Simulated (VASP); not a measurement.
# Rh in VASP: further runs

Runs on Rh. Level: PBE. Tasks: electric field gradients.

All numbers are computed with VASP 6.6.1; they aren't measurements. Logs are shortened: lines on timing, memory, paths and dates and some standing lists are left out, and cuts for length are marked.

**1. The cell of the first run**

The structure is tetragonal, space group I4/mmm (No. 139). The conventional cell has a = 2.716 Å, b = 2.716 Å, c = 3.803 Å, α = 90.00°, β = 90.00°, γ = 90.00°. Within 3.6 Å of Rh (site symmetry 4/mmm) lie 12 Rh at 2.70 to 2.72 Å.

**2. Electric field gradients, PBE (equal xx and yy strain of +1 %)**

INCAR

```
SYSTEM = Rh
  ALGO = Normal
  EDIFF = 1E-8
  ENCUT = 520
  GGA = PE
  ISIF = 2
  ISMEAR = -1
  LASPH = .TRUE.
  LCHARG = .FALSE.
  LEFG = .TRUE.
  LREAL = .FALSE.
  LWAVE = .FALSE.
  NBANDS = 14
  NELM = 100
  PREC = Accurate
  SIGMA = 0.08
```

KPOINTS

```
k-points
0
G
  16 16 16
  0 0 0
```

POSCAR

```
Rh
1.0
    0.0000000000      1.9205655000      1.9015500000
    1.9205655000      0.0000000000      1.9015500000
    1.9205655000      1.9205655000      0.0000000000
Rh
1
Direct
    0.0000000000      0.0000000000      0.0000000000
```

Potentials or basis: VASP PAW PBE potentials, release 64 (Rh_pv).

Run with:

```console
$ cat potpaw_PBE.64/Rh_pv/POTCAR > POTCAR
$ mpirun -np 1 vasp_std > vasp.out
```

OUTCAR:

```text
SYSTEM = Rh
   EDIFF = 1E-8
   ENCUT = 520
   GGA = PE
   ISIF = 2
   ISMEAR = -1
   LASPH = .TRUE.
   LREAL = .FALSE.
   NELM = 100
   PREC = Accurate

 ion  position               nearest neighbor table
   1  0.000  0.000  0.000-

  LATTYP: Found a body centered tetragonal cell.
 ALAT       =     2.7160897775
 C/A-ratio  =     1.4002114479

  Lattice vectors:

 A1 = (   0.0000000000,  -1.9205655000,  -1.9015500000)
 A2 = (   0.0000000000,   1.9205655000,  -1.9015500000)
 A3 = (   1.9205655000,   0.0000000000,   1.9015500000)

Analysis of symmetry for initial positions (statically):
=====================================================================
 Subroutine PRICEL returns:
 Original cell was already a primitive cell.

 Routine SETGRP: Setting up the symmetry group for a
 body centered tetragonal supercell.

 Subroutine GETGRP returns: Found 16 space group operations
 (whereof 16 operations were pure point group operations)
 out of a pool of 16 trial point group operations.

The static configuration has the point symmetry D_4h.

Analysis of symmetry for dynamics (positions and initial velocities):
=====================================================================
 Subroutine PRICEL returns:
 Original cell was already a primitive cell.

 Routine SETGRP: Setting up the symmetry group for a
 body centered tetragonal supercell.

 Subroutine GETGRP returns: Found 16 space group operations
 (whereof 16 operations were pure point group operations)
 out of a pool of 16 trial point group operations.

The dynamic configuration has the point symmetry D_4h.

 Subroutine INISYM returns: Found 16 space group operations
 (whereof 16 operations are pure point group operations),
 and found     1 'primitive' translations

----------------------------------------------------------------------------------------

                                     Primitive cell

  volume of cell :      14.0280

  direct lattice vectors                    reciprocal lattice vectors
     0.000000000  1.920565500  1.901550000    -0.260339988  0.260339988  0.262943388
     1.920565500  0.000000000  1.901550000     0.260339988 -0.260339988  0.262943388
     1.920565500  1.920565500  0.000000000     0.260339988  0.260339988 -0.262943388

[... 124 lines left out ...]
  free energy    TOTEN  =        -7.27276647 eV

  energy without entropy =       -7.24224403  energy(sigma->0) =       -7.25750525

 E-fermi :  11.5313     XC(G=0): -13.9017

 val. band max:       11.5280093671   @ k =  -0.3750   0.0000   0.2500
 cond. band min:      11.5411750213   @ k =   0.3125   0.3125   0.0000
 fundamental gap:      0.0131656542
 Fermi energy:        11.5312694023

 k-point     1 :       0.0000    0.0000    0.0000
  band No.  band energies     occupation
      1     -34.8041      2.00000
      2     -34.8041      2.00000
      3     -34.7991      2.00000
      4       3.7274      2.00000
      5       8.5241      2.00000
      6       8.5241      2.00000
      7       8.6275      2.00000
      8      10.5155      1.99999
      9      10.6400      1.99997
     10      27.5484      0.00000
     11      32.1364      0.00000
     12      32.7937      0.00000
     13      32.7937      0.00000
     14      33.0953      0.00000
[... 377 lines left out ...]
      1     -34.8670      2.00000
      2     -34.8189      2.00000
      3     -34.8096      2.00000
      4       4.1295      2.00000
      5       8.3398      2.00000
      6       8.6660      2.00000
      7       8.8095      2.00000
      8      10.3417      2.00000
      9      10.6563      1.99996
     10      28.1058      0.00000
     11      31.1642      0.00000
     12      32.1371      0.00000
     13      33.1010      0.00000
     14      33.6180      0.00000

 [... further k-points ...]

------------------------ aborting loop because EDIFF is reached ----------------------------------------

  FORCE on cell =-STRESS in cart. coord.  units (eV):
  Direction    XX          YY          ZZ          XY          YZ          ZX
  --------------------------------------------------------------------------------------
  -------------------------------------------------------------------------------------
  Total       -0.0084465     -0.0084465      0.1883343      0.0000000     -0.0000000      0.0000000
  in kB       -0.9646926     -0.9646926     21.5101728      0.0000000     -0.0000000      0.0000000
  external PRESSURE =       6.5269292 kB  Pullay stress =       0.0000000 kB

 VOLUME and BASIS-vectors are now :
 -----------------------------------------------------------------------------
  energy-cutoff  :      520.00
  volume of cell :       14.03
      direct lattice vectors                 reciprocal lattice vectors
     0.000000000  1.920565500  1.901550000    -0.260339988  0.260339988  0.262943388
     1.920565500  0.000000000  1.901550000     0.260339988 -0.260339988  0.262943388
     1.920565500  1.920565500  0.000000000     0.260339988  0.260339988 -0.262943388

 POSITION                                       TOTAL-FORCE (eV/Angst)
 -----------------------------------------------------------------------------------
      0.00000      0.00000      0.00000         0.000000     -0.000000     -0.000000
 -----------------------------------------------------------------------------------
    total drift:                                0.000000     -0.000000     -0.000000

  FREE ENERGIE OF THE ION-ELECTRON SYSTEM (eV)
  ---------------------------------------------------
  free  energy   TOTEN  =        -7.2727664691 eV

  energy  without entropy=       -7.2422440259  energy(sigma->0) =       -7.25750525

 Electric field gradients (V/A^2)
---------------------------------------------------------------------
 ion       V_xx      V_yy      V_zz      V_xy      V_xz      V_yz
---------------------------------------------------------------------
   1       0.442     0.442    -0.883    -0.000     0.000     0.000
---------------------------------------------------------------------

 Electric field gradients after diagonalization (V/A^2)
 (convention: |V_zz| > |V_xx| > |V_yy|)
----------------------------------------------------------------------
 ion       V_xx      V_yy      V_zz     asymmetry (V_yy - V_xx)/ V_zz
----------------------------------------------------------------------
   1       0.442     0.441    -0.883       0.000
----------------------------------------------------------------------

           NMR quadrupolar parameters

 Cq : quadrupolar parameter    Cq=e*Q*V_zz/h
 eta: asymmetry parameters     (V_yy - V_xx)/ V_zz
 Q  : nuclear electric quadrupole moment in mb (millibarn)
----------------------------------------------------------------------
 ion       Cq(MHz)       eta       Q (mb)
----------------------------------------------------------------------
   1      -0.002       0.000       1.000
----------------------------------------------------------------------
```

OSZICAR:

```text
N       E                     dE             d eps       ncg     rms          rms(c)
DAV:   1     0.120277100875E+03    0.12028E+03   -0.87684E+03  9806   0.114E+03
DAV:   2    -0.621055671398E+01   -0.12649E+03   -0.12095E+03 10822   0.340E+02
DAV:   3    -0.776610819187E+01   -0.15556E+01   -0.15525E+01 11920   0.415E+01
DAV:   4    -0.777200994739E+01   -0.59018E-02   -0.59016E-02 11212   0.262E+00
DAV:   5    -0.777206234206E+01   -0.52395E-04   -0.52395E-04 11494   0.218E-01    0.966E+00
DAV:   6    -0.729056419198E+01    0.48150E+00   -0.83212E-01 10462   0.125E+01    0.333E+00
DAV:   7    -0.727607669170E+01    0.14488E-01   -0.16931E-02 11302   0.150E+00    0.161E+00
DAV:   8    -0.727288965732E+01    0.31870E-02   -0.32783E-03 10384   0.766E-01    0.177E-01
DAV:   9    -0.727276472384E+01    0.12493E-03   -0.10649E-04 10480   0.143E-01    0.113E-02
DAV:  10    -0.727276631181E+01   -0.15880E-05   -0.32230E-06 11140   0.219E-02    0.287E-03
DAV:  11    -0.727276647930E+01   -0.16750E-06   -0.30178E-07 11326   0.754E-03    0.729E-04
DAV:  12    -0.727276645291E+01    0.26388E-07   -0.79600E-09  7268   0.129E-03    0.919E-05
DAV:  13    -0.727276646536E+01   -0.12451E-07   -0.28365E-10  5168   0.224E-04    0.567E-05
DAV:  14    -0.727276646913E+01   -0.37612E-08   -0.29635E-11  4970   0.715E-05
   1 F= -.72727665E+01 E0= -.72575052E+01  d E =-.305224E-01
```

Run time: 35 s. Hardware: 1 thread of Intel Xeon 6975P-C, shared host; peak memory 0.18 GiB.

What came out:

| Property | Result |
| --- | --- |
| Free energy | -7.2728 eV |
| Pressure | 0.7 GPa |

Stress tensor (GPa, compression positive):
```
-0.10  0.00  0.00
 0.00 -0.10  0.00
 0.00  0.00  2.15
```

Electric field gradients, principal values (V/Å²):
| atom | least | middle | greatest (by size) |
| --- | --- | --- | --- |
| 1 Rh | 0.441 | 0.442 | -0.883 |

Caveat: the cell differs from its parent crystal (equal xx and yy strain of +1 %); without QUAD_EFG the Cq values of the log hold for a quadrupole moment of 1 mb, not for the nuclei.

**3. Electric field gradients, PBE (equal xx and yy strain of +3 %)**

INCAR

```
SYSTEM = Rh
  PREC = Accurate
  ENCUT = 520
  EDIFF = 1E-8
  ISMEAR = -1
  SIGMA = 0.08
  LREAL = .False.
  LASPH = .True.
  NELM = 60
  ALGO = Normal
  ISIF = 2
  LWAVE = .False.
  LCHARG = .False.
  GGA = PE
  LEFG = .True.
  NBANDS = 14
```

KPOINTS

```
Automatic mesh
0
Gamma
  16 16 16
  0 0 0
```

POSCAR

```
Rh
1.0
    0.0000000000      1.9585965000      1.9015500000
    1.9585965000      0.0000000000      1.9015500000
    1.9585965000      1.9585965000      0.0000000000
Rh
1
Direct
    0.0000000000      0.0000000000      0.0000000000
```

Potentials or basis: VASP PAW PBE potentials, release 64 (Rh_pv).

Run with:

```console
$ cat potpaw_PBE.64/Rh_pv/POTCAR > POTCAR
$ mpirun -np 1 vasp_std > vasp.out
```

OUTCAR:

```text
SYSTEM = Rh
   PREC = Accurate
   ENCUT = 520
   EDIFF = 1E-8
   ISMEAR = -1
   LREAL = .False.
   LASPH = .True.
   NELM = 60
   ISIF = 2
   GGA = PE

 ion  position               nearest neighbor table
   1  0.000  0.000  0.000-

  LATTYP: Found a body centered tetragonal cell.
 ALAT       =     2.7698737335
 C/A-ratio  =     1.3730228761

  Lattice vectors:

 A1 = (   0.0000000000,  -1.9585965000,  -1.9015500000)
 A2 = (   0.0000000000,   1.9585965000,  -1.9015500000)
 A3 = (   1.9585965000,   0.0000000000,   1.9015500000)

Analysis of symmetry for initial positions (statically):
=====================================================================
 Subroutine PRICEL returns:
 Original cell was already a primitive cell.

 Routine SETGRP: Setting up the symmetry group for a
 body centered tetragonal supercell.

 Subroutine GETGRP returns: Found 16 space group operations
 (whereof 16 operations were pure point group operations)
 out of a pool of 16 trial point group operations.

The static configuration has the point symmetry D_4h.

Analysis of symmetry for dynamics (positions and initial velocities):
=====================================================================
 Subroutine PRICEL returns:
 Original cell was already a primitive cell.

 Routine SETGRP: Setting up the symmetry group for a
 body centered tetragonal supercell.

 Subroutine GETGRP returns: Found 16 space group operations
 (whereof 16 operations were pure point group operations)
 out of a pool of 16 trial point group operations.

The dynamic configuration has the point symmetry D_4h.

[... 162 lines left out ...]
     11      31.5628      0.00000
     12      31.7168      0.00000
     13      31.7168      0.00000
     14      32.5675      0.00000
[... 377 lines left out ...]
      1     -35.4815      2.00000
      2     -35.4349      2.00000
      3     -35.4330      2.00000
      4       3.7042      2.00000
      5       7.7966      2.00000
      6       8.0877      2.00000
      7       8.4001      2.00000
      8       9.6154      2.00000
      9      10.1089      1.99978
     10      27.3938      0.00000
     11      30.2041      0.00000
     12      31.5647      0.00000
     13      32.4817      0.00000
     14      32.4828      0.00000

 [... further k-points ...]

------------------------ aborting loop because EDIFF is reached ----------------------------------------

  FORCE on cell =-STRESS in cart. coord.  units (eV):
  Direction    XX          YY          ZZ          XY          YZ          ZX
  --------------------------------------------------------------------------------------
  -------------------------------------------------------------------------------------
  Total       -0.9434164     -0.9434164     -0.4109400      0.0000000     -0.0000000      0.0000000
  in kB     -103.6063334   -103.6063334    -45.1295797      0.0000000     -0.0000000      0.0000000
  external PRESSURE =     -84.1140822 kB  Pullay stress =       0.0000000 kB

 VOLUME and BASIS-vectors are now :
 -----------------------------------------------------------------------------
  energy-cutoff  :      520.00
  volume of cell :       14.59
      direct lattice vectors                 reciprocal lattice vectors
     0.000000000  1.958596500  1.901550000    -0.255284843  0.255284843  0.262943388
     1.958596500  0.000000000  1.901550000     0.255284843 -0.255284843  0.262943388
     1.958596500  1.958596500  0.000000000     0.255284843  0.255284843 -0.262943388

 POSITION                                       TOTAL-FORCE (eV/Angst)
 -----------------------------------------------------------------------------------
      0.00000      0.00000      0.00000         0.000000      0.000000      0.000000
 -----------------------------------------------------------------------------------
    total drift:                                0.000000     -0.000000      0.000000

  FREE ENERGIE OF THE ION-ELECTRON SYSTEM (eV)
  ---------------------------------------------------
  free  energy   TOTEN  =        -7.2540158381 eV

  energy  without entropy=       -7.2214719328  energy(sigma->0) =       -7.23774389

 Electric field gradients (V/A^2)
---------------------------------------------------------------------
 ion       V_xx      V_yy      V_zz      V_xy      V_xz      V_yz
---------------------------------------------------------------------
   1       1.418     1.418    -2.835     0.002    -0.002    -0.002
---------------------------------------------------------------------

 Electric field gradients after diagonalization (V/A^2)
 (convention: |V_zz| > |V_xx| > |V_yy|)
----------------------------------------------------------------------
 ion       V_xx      V_yy      V_zz     asymmetry (V_yy - V_xx)/ V_zz
----------------------------------------------------------------------
   1       1.420     1.415    -2.835       0.002
----------------------------------------------------------------------

           NMR quadrupolar parameters

 Cq : quadrupolar parameter    Cq=e*Q*V_zz/h
 eta: asymmetry parameters     (V_yy - V_xx)/ V_zz
 Q  : nuclear electric quadrupole moment in mb (millibarn)
----------------------------------------------------------------------
 ion       Cq(MHz)       eta       Q (mb)
----------------------------------------------------------------------
   1      -0.007       0.002       1.000
----------------------------------------------------------------------
```

stdout:

```text
POSCAR found type information on POSCAR Rh
 POSCAR found :  1 types and       1 ions
 scaLAPACK will be used
 LDA part: xc-table for (Slater+PW92), standard interpolation
 POSCAR, INCAR and KPOINTS ok, starting setup
 FFT: planning ... GRIDC
 FFT: planning ... GRID_SOFT
 FFT: planning ... GRID
 WAVECAR not read
 entering main loop
ion   1
```

It took 38 s on 1 thread of Intel Xeon 6975P-C, shared host; peak memory 0.18 GiB.

Results:

* Free energy: -7.2540 eV
* Pressure: -8.4 GPa

Levels at points of the mesh, in eV from the Fermi level:
| k point | band 5 | band 6 | band 7 | band 8 | band 9 | band 10 |
| --- | --- | --- | --- | --- | --- | --- |
| (0.00, 0.00, 0.00) | -2.89 | -2.89 | -2.60 | -1.07 | -0.73 | 16.04 |
| (0.50, 0.00, 0.00) | -3.01 | -2.70 | 0.44 | 0.60 | 0.82 | 8.07 |
| (0.50, 0.50, 0.00) | -5.44 | 0.48 | 0.91 | 0.91 | 3.62 | 12.09 |
| (0.50, 0.00, 0.50) | -5.41 | 0.49 | 0.77 | 1.01 | 3.01 | 11.29 |

Electric field gradients, principal values (V/Å²):
```
atom  least  middle  greatest (by size)
1 Rh  1.415   1.420              -2.835
```

Caveat: the cell differs from its parent crystal (equal xx and yy strain of +3 %); without QUAD_EFG the Cq values of the log hold for a quadrupole moment of 1 mb, not for the nuclei.

[end of part 1 of 2]
